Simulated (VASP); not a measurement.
# WC (P1) in VASP: further runs

Runs on WC. Level: PBE+D3(BJ). Tasks: single point.

Everything below comes from runs of VASP 6.6.1. Logs are shortened: lines on timing, memory, paths and dates and some standing lists are left out, and cuts for length are marked.

### 1 The cell of the first run

The typed cell holds 16 atoms: a = 5.877 Å, b = 5.089 Å, c = 5.771 Å, α = 90.00°, β = 90.00°, γ = 90.00°.

### 2 Single point, PBE+D3(BJ)

Contents of INCAR:

```
ALGO = Normal ; EDIFF = 1E-7
ENCUT = 520 ; GGA = PE
ISIF = 2 ; ISMEAR = -1
IVDW = 12 ; LASPH = T
LCHARG = F ; LREAL = Auto
LWAVE = F ; NBANDS = 86
NELM = 60 ; PREC = Accurate
SIGMA = 0.36
```

Contents of KPOINTS:

```
k-points
0
Gamma
  3 3 3
```

Contents of POSCAR:

```
WC
1.0
   -2.9383650000     -5.0893970000      0.0000000000
    4.4075470000     -2.5446980000      0.0000000000
    0.0000000000      0.0000000000      5.7713130000
W C
8 8
Direct
    0.8012850531      0.5348934351     -0.0094432584
    0.7589838126      0.4905611830      0.5012377599
    0.5402259317      0.0011301002     -0.0088887919
    0.5145876370     -0.0113336734      0.5050497175
    0.2783415492      0.4925572129      0.0271688609
    0.2722122350      0.5336208335      0.5180623543
    0.0342145785      0.0215618619      0.0085249232
    0.0014494468      0.0187539699      0.4743288052
    0.5273469302      0.6601263157      0.2653988789
    0.5104128797      0.6471126323      0.7377870512
    0.2692880805      0.1540010057      0.2654681872
    0.3105069669      0.1927563798      0.7625994293
   -0.0202386235      0.6781167704      0.2276604994
    0.0435149230      0.7044196527      0.7620969440
    0.7397160793      0.1927502616      0.2376582244
    0.7904366845      0.2069612618      0.7448738268
```

Potentials or basis: VASP PAW PBE potentials, release 64 (W_sv, C).

Run with:

```
$ cat potpaw_PBE.64/W_sv/POTCAR potpaw_PBE.64/C/POTCAR > POTCAR
$ mpirun -np 1 vasp_std > vasp.out
```

OUTCAR:

```text
EDIFF = 1E-7
   ENCUT = 520
   GGA = PE
   ISIF = 2
   ISMEAR = -1
   IVDW = 12
   LASPH = T
   LREAL = Auto
   NELM = 60
   PREC = Accurate
 IVDW          = 12

 ion  position               nearest neighbor table
   1  0.801  0.535  0.991-  13 1.87  14 2.12  16 2.19  15 2.28  10 2.32   9 2.35   5 2.82   3 2.83
                             7 2.83   2 2.84   7 2.95   2 2.97   5 3.09   3 3.12
   2  0.759  0.491  0.501-  16 2.02   9 2.11  15 2.15  10 2.15  13 2.26  14 2.50   8 2.80   1 2.84
                             6 2.87   4 2.91   4 2.93   1 2.97   6 3.03   8 3.05
   3  0.540  0.001  0.991-  15 2.09  12 2.12  16 2.30  10 2.33   9 2.35  11 2.38   4 2.81   1 2.83
                             7 2.91   5 2.94   4 2.97   7 2.98   5 3.02   1 3.12
   4  0.515  0.989  0.505-  11 2.17   9 2.17  12 2.17  10 2.20  15 2.28  16 2.40   6 2.72   3 2.81
                             8 2.87   2 2.91   2 2.93   3 2.97   8 3.02   6 3.12
   5  0.278  0.493  0.027-  12 2.17   9 2.18  11 2.21  10 2.30  13 2.30  14 2.33   7 2.80   1 2.82
                             6 2.84   3 2.94   6 2.95   3 3.02   7 3.05   1 3.09
   6  0.272  0.534  0.518-  10 1.98  14 2.13   9 2.19  12 2.25  11 2.42  13 2.51   4 2.72   5 2.84
                             2 2.87   5 2.95   8 2.95   2 3.03   8 3.08   4 3.12
   7  0.034  0.022  0.009-  11 2.14  14 2.15  13 2.18  16 2.29  12 2.33  15 2.35   8 2.70   5 2.80
                             1 2.83   3 2.91   1 2.95   3 2.98   5 3.05   8 3.09
   8  0.001  0.019  0.474-  11 2.10  16 2.21  15 2.24  13 2.25  14 2.32  12 2.62   7 2.70   2 2.80
                             4 2.87   6 2.95   4 3.02   2 3.05   6 3.08   7 3.09
   9  0.527  0.660  0.265-   2 2.11   4 2.17   5 2.18   6 2.19   1 2.35   3 2.35
  10  0.510  0.647  0.738-   6 1.98   2 2.15   4 2.20   5 2.30   1 2.32   3 2.33
  11  0.269  0.154  0.265-   8 2.10   7 2.14   4 2.17   5 2.21   3 2.38   6 2.42
  12  0.311  0.193  0.763-   3 2.12   5 2.17   4 2.17   6 2.25   7 2.33   8 2.62
  13  0.980  0.678  0.228-   1 1.87   7 2.18   8 2.25   2 2.26   5 2.30   6 2.51
  14  0.044  0.704  0.762-   1 2.12   6 2.13   7 2.15   8 2.32   5 2.33   2 2.50
  15  0.740  0.193  0.238-   3 2.09   2 2.15   8 2.24   1 2.28   4 2.28   7 2.35
  16  0.790  0.207  0.745-   2 2.02   1 2.19   8 2.21   7 2.29   3 2.30   4 2.40

  LATTYP: Found a simple orthorhombic cell.
 ALAT       =     5.0893966704
 B/A-ratio  =     1.1339876559
 C/A-ratio  =     1.1547006399

  Lattice vectors:

 A1 = (   4.4075470000,  -2.5446980000,   0.0000000000)
 A2 = (   0.0000000000,   0.0000000000,   5.7713130000)
 A3 = (  -2.9383650000,  -5.0893970000,   0.0000000000)

Analysis of symmetry for initial positions (statically):
=====================================================================
 Subroutine PRICEL returns:
 Original cell was already a primitive cell.

 Routine SETGRP: Setting up the symmetry group for a
 simple orthorhombic supercell.

 Subroutine GETGRP returns: Found  1 space group operations
 (whereof  1 operations were pure point group operations)
 out of a pool of  8 trial point group operations.

The static configuration has the point symmetry C_1 .

Analysis of symmetry for dynamics (positions and initial velocities):
=====================================================================
 Subroutine PRICEL returns:
 Original cell was already a primitive cell.

 Routine SETGRP: Setting up the symmetry group for a
 simple orthorhombic supercell.

 Subroutine GETGRP returns: Found  1 space group operations
 (whereof  1 operations were pure point group operations)
 out of a pool of  8 trial point group operations.

The dynamic configuration has the point symmetry C_1 .

 Subroutine INISYM returns: Found  1 space group operations
 (whereof  1 operations are pure point group operations),
 and found     1 'primitive' translations

----------------------------------------------------------------------------------------

                                     Primitive cell

  volume of cell :     172.6142

  direct lattice vectors                    reciprocal lattice vectors
    -2.938365000 -5.089397000  0.000000000    -0.085081324 -0.147365202  0.000000000
     4.407547000 -2.544698000  0.000000000     0.170162681 -0.098243479  0.000000000
     0.000000000  0.000000000  5.771313000     0.000000000  0.000000000  0.173270796

  length of vectors
     5.876729592  5.089396670  5.771313000     0.170162670  0.196486944  0.173270796

  position of ions in fractional coordinates (direct lattice)
     0.801285053  0.534893435  0.990556742
     0.758983813  0.490561183  0.501237760
     0.540225932  0.001130100  0.991111208
     0.514587637  0.988666327  0.505049718
     0.278341549  0.492557213  0.027168861
     0.272212235  0.533620834  0.518062354
[... 8 lines left out ...]
     0.739716079  0.192750262  0.237658224
     0.790436685  0.206961262  0.744873827

  ion indices of the primitive-cell ions
   primitive index   ion index
                 1           1
                 2           2
                 3           3
                 4           4
                 5           5
                 6           6
[... 8 lines left out ...]
                15          15
                16          16

----------------------------------------------------------------------------------------

 KPOINTS: k-points

Automatic generation of k-mesh.
 Grid dimensions read from file:
 generate k-points for:    3    3    3

 Generating k-lattice:

  Cartesian coordinates                     Fractional coordinates (reciprocal lattice)
    -0.028360441 -0.049121734  0.000000000     0.333333333  0.000000000  0.000000000
     0.056720894 -0.032747826  0.000000000     0.000000000  0.333333333  0.000000000
     0.000000000  0.000000000  0.057756932     0.000000000  0.000000000  0.333333333

  Length of vectors
     0.056720890  0.065495648  0.057756932

  Shift w.r.t. Gamma in fractional coordinates (k-lattice)
     0.000000000  0.000000000  0.000000000

 Subroutine IBZKPT returns following result:
 ===========================================

 Found     14 irreducible k-points:

 Following reciprocal coordinates:
            Coordinates               Weight
  0.000000  0.000000  0.000000      1.000000
  0.333333  0.000000  0.000000      2.000000
  0.000000  0.333333  0.000000      2.000000
  0.333333  0.333333  0.000000      2.000000
 -0.333333  0.333333  0.000000      2.000000
  0.000000  0.000000  0.333333      2.000000
  0.333333  0.000000  0.333333      2.000000
 -0.333333  0.000000  0.333333      2.000000
  0.000000  0.333333  0.333333      2.000000
  0.000000  0.333333 -0.333333      2.000000
  0.333333  0.333333  0.333333      2.000000
 -0.333333  0.333333 -0.333333      2.000000
 -0.333333 -0.333333  0.333333      2.000000
  0.333333 -0.333333 -0.333333      2.000000
   k-points           NKPTS =     14   k-points in BZ     NKDIM =     14   number of bands    NBANDS=     86
   number of dos      NEDOS =    301   number of ions     NIONS =     16
   total plane-waves  NPLWV =  92160
   dimension x,y,z NGX =    48 NGY =   40 NGZ =   48
   dimension x,y,z NGXF=    96 NGYF=   80 NGZF=   96
   ions per type =               8   8
   NGX,Y,Z   is equivalent  to a cutoff of  13.58, 13.07, 13.83 a.u.
   NGXF,Y,Z  is equivalent  to a cutoff of  27.16, 26.13, 27.65 a.u.
 SYSTEM =  unknown system
   PREC   = accura    normal or accurate (medium, high low for compatibility)
   ISTART =      0    job   : 0-new  1-cont  2-samecut
   ICHARG =      2    charge: 1-file 2-atom 10-const
   ISPIN  =      1    spin polarized calculation?
   LNONCOLLINEAR =      F non collinear calculations
   LSORBIT =      F    spin-orbit coupling
   LASPH  =      T    aspherical Exc in radial PAW
   ENCUT  =  520.0 eV  38.22 Ry    6.18 a.u.  10.93  9.46 10.73*2*pi/ulx,y,z
   NELM   =     60;   NELMIN=  2; NELMDL= -5     # of ELM steps
   EDIFF  = 0.1E-06   stopping-criterion for ELM
   LREAL  =      T    real-space projection
   EDIFFG = 0.1E-05   stopping-criterion for IOM
   NSW    =      0    number of steps for IOM
   IBRION =     -1    ionic relax: 0-MD 1-quasi-New 2-CG
   NFREE  =      0    steps in history (QN), initial steepest desc. (CG)
   ISIF   =      2    stress and relaxation
   ISYM   =      2    0-nonsym 1-usesym 2-fastsym
   POTIM  = 0.5000    time-step for ionic-motion
   TEBEG  =    0.0;   TEEND  =   0.0 temperature during run
   PSTRESS=    0.0 pullay stress
   NELECT =     144.0000    total number of electrons
   NUPDOWN=      -1.0000    fix difference up-down
   EMIN   =  10.00;   EMAX   =-10.00  energy-range for DOS
   EFERMI =   0.00;   METHOD = LEGACY
   ISMEAR =    -1;   SIGMA  =   0.36  broadening in eV -4-tet -1-fermi 0-gaus
   EFERMI_NEDOS =   21; number of points for ismear=-14 and -15
   IALGO  =     38    algorithm
   IMIX   =      4    mixing-type and parameters
     AMIX     =   0.40;   BMIX     =  1.00
     AMIX_MAG =   1.60;   BMIX_MAG =  1.00
  volume/ion in A,a.u.               =      10.79        72.80
  Fermi-wavevector in a.u.,A,eV,Ry     =   1.541121  2.912297 32.314577  2.375054
  Thomas-Fermi vector in A             =   2.647112
   LORBIT       =      0    0 simple, 1 ext, 2 COOP (PROOUT), +10 PAW based schemes
   GGA     = PE    functional components
   LHFCALC =     F    Hartree Fock is set to
   AEXX    =    0.0000 exact exchange contribution
   IVDW    =    12    specifies the selected vdW correction
   LEPSILON=     F    determine dielectric tensor
   LRPA    =     F    only Hartree local field effects (RPA)
 non-spin polarized calculation
  energy-cutoff  :      520.00
  volume of cell :      172.61
 maximum number of plane-waves:      4688
 NGX is ok and might be reduce to    48
   NGX = 21   NGY = 19   NGZ = 21

 number of electron     144.0000007 magnetization

 Free energy of the ion-electron system (eV)
  ---------------------------------------------------
  ext. energy  EPLUGINS =         0.00000000
  ---------------------------------------------------
  free energy    TOTEN  =      -175.44804209 eV

  energy without entropy =     -173.53373313  energy(sigma->0) =     -174.49088761

 E-fermi :  10.8682     XC(G=0): -13.5581

 val. band max:       10.8168239523   @ k =   0.3333   0.0000   0.0000
 cond. band min:      10.8819531731   @ k =   0.0000   0.0000   0.0000
 fundamental gap:      0.0651292208
 Fermi energy:        10.8681889027

 k-point     1 :       0.0000    0.0000    0.0000
  band No.  band energies     occupation
      1     -63.4802      2.00000
      2     -63.4537      2.00000
      3     -63.4353      2.00000
      4     -63.4077      2.00000
      5     -63.3603      2.00000
      6     -63.3395      2.00000
[... 76 lines left out ...]
     83      14.5229      0.00008
     84      14.6309      0.00006

 k-point     2 :       0.3333    0.0000    0.0000
  band No.  band energies     occupation
      1     -63.4761      2.00000
      2     -63.4539      2.00000
      3     -63.4361      2.00000
      4     -63.4083      2.00000
      5     -63.3624      2.00000
      6     -63.3392      2.00000
[... 1033 lines left out ...]
     83      14.2053      0.00019
     84      14.4054      0.00011

 k-point    14 :       0.3333   -0.3333   -0.3333
  band No.  band energies     occupation
      1     -63.4709      2.00000
      2     -63.4487      2.00000
      3     -63.4346      2.00000
      4     -63.4109      2.00000
      5     -63.3596      2.00000
      6     -63.3437      2.00000
[... 76 lines left out ...]
     83      14.3256      0.00013
     84      14.5121      0.00008
 [bands above 84 left out]

------------------------ aborting loop because EDIFF is reached ----------------------------------------

 Edisp (eV)   -7.10064

 E8    (eV) :    -3.2551

  FORCE on cell =-STRESS in cart. coord.  units (eV):
  Direction    XX          YY          ZZ          XY          YZ          ZX
  --------------------------------------------------------------------------------------
  -------------------------------------------------------------------------------------
  Total      -6.07297     1.89097    -5.78468    -1.04735    -7.48679    -0.28393
  in kB     -56.36835    17.55170   -53.69250    -9.72131   -69.49120    -2.63537
  external pressure =      -30.84 kB  Pullay stress =        0.00 kB

 VOLUME and BASIS-vectors are now :
 -----------------------------------------------------------------------------
  energy-cutoff  :      520.00
  volume of cell :      172.61
      direct lattice vectors                 reciprocal lattice vectors
    -2.938365000 -5.089397000  0.000000000    -0.085081324 -0.147365202  0.000000000
     4.407547000 -2.544698000  0.000000000     0.170162681 -0.098243479  0.000000000
     0.000000000  0.000000000  5.771313000     0.000000000  0.000000000  0.173270796

 POSITION                                       TOTAL-FORCE (eV/Angst)
 -----------------------------------------------------------------------------------
      0.00310     -5.43920      5.71681        -0.394692      6.806086     -1.560921
     -0.06800     -5.11110      2.89280         1.742250     -2.911767     -1.361173
     -1.58240     -2.75230      5.72001         1.445965      1.166635      1.201490
      2.84555     -5.13480      2.91480         1.818930     -2.018891     -0.550370
      1.35310     -2.67000      0.15680         1.456178     -1.492880     -2.425760
      1.55210     -2.74330      2.98990        -2.471787      3.684612     -1.995425
[... 8 lines left out ...]
     -1.32400     -4.25520      1.37160        -2.004711     -1.215475      0.736386
     -1.41040     -4.54950      4.29890        -2.478346      1.841557      0.756787
 -----------------------------------------------------------------------------------
    total drift:                                0.001443     -0.006283     -0.011231

  FREE ENERGIE OF THE ION-ELECTRON SYSTEM (eV)
  ---------------------------------------------------
  free  energy   TOTEN  =      -182.5486787021 eV

  energy  without entropy=     -180.6343697400  energy(sigma->0) =     -181.59152422
```

It took 4.3 min on 1 thread of AMD EPYC 9R45 (Zen 5), shared host; peak memory 0.34 GiB.

What came out:

| Quantity | Value |
| --- | --- |
| Free energy | -182.5487 eV |
| Pressure | -3.1 GPa |
| Largest force | 6.994 eV/Å |
| Band gap on the k mesh | zero (bands 72 and 73 overlap by 0.14 eV) |
| Dispersion energy per atom | -0.444 eV |

Forces on the atoms (eV/Å):
```
W   -0.395  6.806 -1.561
W    1.742 -2.912 -1.361
W    1.446  1.167  1.201
W    1.819 -2.019 -0.550
W    1.456 -1.493 -2.426
W   -2.472  3.685 -1.995
W    0.308  0.740 -2.584
W   -1.821 -0.813  3.736
C    1.251  0.647 -1.245
C    0.751 -3.151  2.484
C    0.904 -1.049 -0.833
C    0.471  2.051  0.008
C   -0.783 -5.063  4.422
C   -0.196  0.778 -0.790
C   -2.005 -1.215  0.736
C   -2.478  1.842  0.757
```

Levels at points of the mesh, in eV from the Fermi level:
| k point | band 68 | band 69 | band 70 | band 71 | band 72 | band 73 | band 74 | band 75 | band 76 | band 77 |
| --- | --- | --- | --- | --- | --- | --- | --- | --- | --- | --- |
| (0.00, 0.00, 0.00) | -1.18 | -0.86 | -0.57 | -0.34 | 0.01 | 0.19 | 0.50 | 0.97 | 1.64 | 1.73 |

Caveat: the k points lie up to 0.41 Å⁻¹ apart; the atoms stand as in a frame of molecular dynamics; so wide a smearing shifts energies and pressures; spin-orbit coupling is left out, which moves the levels of the heavy elements; forces of over 1 eV/Å act on the atoms, so gaps and moduli don't describe the material at rest.

[end of part 1 of 2]

The gap in the log of VASP goes by the Fermi energy; the results here count the filled bands.